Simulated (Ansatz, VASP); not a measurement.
**One calculation of Ga4As3N, two programs**

```xyz
8
Lattice="4.2124 -5.3265 0.0000 4.2124 5.3265 0.0000 0.0000 0.0000 3.1204" Properties=species:S:1:pos:R:3 pbc="T T T"
Ga    6.9478    0.0000    0.0000
Ga    4.2124   -2.5199    1.5602
Ga    4.2124    2.5199    1.5602
Ga    1.4770    0.0000    0.0000
As    2.1062    2.6632    0.0000
As    4.2124    0.0000    1.5602
As    2.1062   -2.6632    0.0000
N     0.0000    0.0000    1.5602
```

Alike in both runs: functional PBE; k mesh 6 × 6 × 12; occupations gaussian, width 0.1 eV; no spin polarisation.

Ansatz relaxed the structure, and its values are those at the end. VASP's run is a single point on that final structure, the one shown.

```csv
,VASP,Ansatz
version,VASP 6.6.1,Ansatz 0.2.0
potentials or method,"VASP PAW PBE potentials, release 64 (Ga_d, As, N), cutoff 520 eV","scalar-relativistic, plane waves, PAW"
valence electrons in the cell,72,102
```

|  | VASP | Ansatz | Ansatz less VASP |
| --- | --- | --- | --- |
| gap on the k mesh at the Fermi level (eV) | none | none | - |
| pressure (GPa) | 0.2 | 0.0 | -0.20 |
| rms of the force components (eV/Å) | 0.007 | 0.002 | -0.0050 |

A gap of «none» marks a metal or a gap that the smearing closes. VASP's potentials hold 72 valence electrons a cell and Ansatz's 102, so a difference there can come from the potentials and not from the codes.
